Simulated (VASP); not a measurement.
Input of a VASP 6.6.1 run:

File POSCAR:

```
AgCl
1.0
    0.0000000000      2.8147472500      2.8147472500
    2.7731500000      0.0415972500      2.7731500000
    2.7731500000      2.7731500000      0.0415972500
Ag Cl
1 1
Direct
    0.5000000000      0.5000000000      0.5000000000
    0.0000000000      0.0000000000      0.0000000000
```

File INCAR.step1:

```
ALGO = Normal ; EDIFF = 1E-5
ENCUT = 550 ; GGA = PE
GGA_COMPAT = F ; ISMEAR = 0
LASPH = T ; LCHARG = F
LREAL = F ; LWAVE = T
NBANDS = 16 ; NELM = 120
PREC = Accurate ; SIGMA = 0.05
```

INCAR.step2

```
ALGO = Normal ; EDIFF = 1E-6
ENCUT = 550 ; GGA_COMPAT = F
ISIF = 2 ; ISMEAR = 0
ISTART = 1 ; LASPH = T
LCHARG = T ; LELF = T
LMIXTAU = T ; LREAL = F
LVHAR = T ; LWAVE = F
METAGGA = R2SCAN ; NBANDS = 16
NELM = 120 ; PREC = Accurate
SIGMA = 0.05
```

File KPOINTS:

```
k-points
0
Gamma
  8 8 8
```

Potentials or basis: VASP PAW PBE potentials, release 64 (Ag, Cl).

Launch:

```console
$ cat potpaw_PBE.64/Ag/POTCAR potpaw_PBE.64/Cl/POTCAR > POTCAR
$ cp INCAR.step1 INCAR
$ mpirun -np 1 vasp_std > vasp.out
$ cp INCAR.step2 INCAR
$ mpirun -np 1 vasp_std > vasp.out
```

(1) What does it give for the band gap on the k mesh?

(2) Predict the pressure.

Answers

(1) 1.39 eV, indirect (least direct gap 3.68 eV).

(2) -0.1 GPa.

Caveat: the cell differs from its parent crystal (strain +0.0300 x Voigt [0, 0, 0, 1, 0, 0]); the PAW data sets were made with another functional, which shifts forces and pressure a little.
